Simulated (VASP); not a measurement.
SiNi3, 4 atoms in the cell. The structure is cubic, space group Pm-3m (No. 221). The conventional cell has a = 3.409 Å, b = 3.409 Å, c = 3.409 Å, α = 90.00°, β = 90.00°, γ = 90.00°. Within 3.2 Å of Si (site symmetry m-3m) lie 12 Ni at 2.41 Å. Ni (site symmetry 4/mmm) has 4 Si at 2.41 Å and 8 Ni at 2.41 Å within 3.2 Å.  This cell differs from its parent crystal: equal strain along all axes, cell held: -1.5 %.

```yaml
Program: VASP 6.6.1
Task: single point
Functional: PBEsol
Potentials_or_basis: VASP PAW PBE potentials, release 64 (Si, Ni)
Cutoff: 520 eV
k_mesh: 16 × 16 × 16
Occupations: gaussian, width 0.1 eV
Spin: no spin polarisation
Dipole_correction: no
Further_INCAR_settings: ALGO = Fast; EDIFF = 1e-06; NBANDS = 25
```

Potentials or basis: VASP PAW PBE potentials, release 64 (Si, Ni).

The run is started by

```console
$ cat potpaw_PBE.64/Si/POTCAR potpaw_PBE.64/Ni/POTCAR > POTCAR
$ mpirun -np 1 vasp_std > vasp.out
```

Hardware: 1 thread of Intel(R) Xeon(R) Platinum 8259CL CPU @ 2.50GHz (Skylake/Cascade Lake), with other jobs on the host.

Question: Estimate the wall time of this run.

Answer: It took 2.7 min on 1 thread of Intel(R) Xeon(R) Platinum 8259CL CPU @ 2.50GHz (Skylake/Cascade Lake), with other jobs on the host, peak memory 0.25 GiB. Counts: scf iterations 16, k points 165.
